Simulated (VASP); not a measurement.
Here is a VASP 6.6.1 calculation.

File INCAR:

```
PREC = Accurate
ENCUT = 520
EDIFF = 1E-6
ISMEAR = 0
SIGMA = 0.1
LREAL = F
LASPH = T
NELM = 60
ALGO = Normal
ISIF = 2
LWAVE = F
LCHARG = T
GGA = PE
LELF = T
LVHAR = T
NBANDS = 26
```

File KPOINTS:

```
regular mesh
0
Gamma
  10 10 8
```

Contents of POSCAR:

```
CoSi2
1.0
    2.6397399745      2.6397399745      0.0000000000
   -2.6812833212      2.6812833212      0.0000000000
    0.0000000000      0.0000000000      5.4115618799
Co Si
2 4
Direct
    0.0000000000      0.0000000000      0.0000000000
    0.5000000000      0.5000000000      0.5000000000
    0.0000000000      0.5000000000      0.7523976079
    0.5000000000      0.0000000000      0.7476023921
    0.5000000000      0.0000000000      0.2523976079
    0.0000000000      0.5000000000      0.2476023921
```

Potentials or basis: VASP PAW PBE potentials, release 64 (Co, Si).

Run with:

```sh
$ cat potpaw_PBE.64/Co/POTCAR potpaw_PBE.64/Si/POTCAR > POTCAR
$ mpirun -np 1 vasp_std > vasp.out
```

(1) Predict the band gap on the k mesh.

(2) Predict the pressure.

## Answers

(1) zero (bands 17 and 18 overlap by 3.14 eV).

(2) 0.8 GPa.

Caveat: the cell differs from its parent crystal (uniaxial strain along a: -1.5 %, then relaxed in part); the run has no spin polarisation, though such a crystal can be magnetic.
